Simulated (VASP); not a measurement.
Crystal: SiC (rocksalt type).

```
Si C
1.0
     0.00000    2.15443    2.15443
     2.15443    0.00000    2.15443
     2.15443    2.15443    0.00000
Si C
1 1
Direct
  0.00000 0.00000 0.00000
  0.50000 0.50000 0.50000
```

- Program: VASP 6.6.1
- Task: relaxation of cell and atoms
- Functional: r2SCAN
- Potentials or basis: VASP PAW PBE potentials, release 64 (Si, C)
- Cutoff: 660 eV
- k mesh: 17 × 17 × 17
- Occupations: fermi-dirac, width 0.1 eV
- Spin: no spin polarisation

At the start: pressure -33.7 GPa; volume 10.00 Å³/atom.

Question: How do energy, volume and symmetry change on relaxing?

Answer: Over 6 steps the energy falls by 232.0 meV/atom and the volume is 8.17 Å³/atom (-18.3 %); space group Fm-3m (No. 225, to 0.05 Å).

The path:
```csv
step,energy change (eV),largest force (eV/Å),pressure (GPa),volume (Å³)
1,0.0000,0.0000,-33.73,20.00
2,-0.2498,0.0000,41.67,14.50
3,-0.4640,0.0000,-0.69,16.39
4,-0.4640,0.0000,0.41,16.32
5,-0.4640,0.0000,-0.34,16.37
6,-0.4641,0.0000,0.00,16.35
```

Final structure:
```xyz
2
Lattice="0.0000 2.0143 2.0143 2.0143 0.0000 2.0143 2.0143 2.0143 0.0000" Properties=species:S:1:pos:R:3 pbc="T T T"
Si    2.0143    2.0143    0.0000
C     2.0143    2.0143    2.0143
```

Caveat: the volume moved by over 15 % at a fixed basis, so the end points are rough; the PAW data sets were made with another functional, which shifts forces and pressure a little.
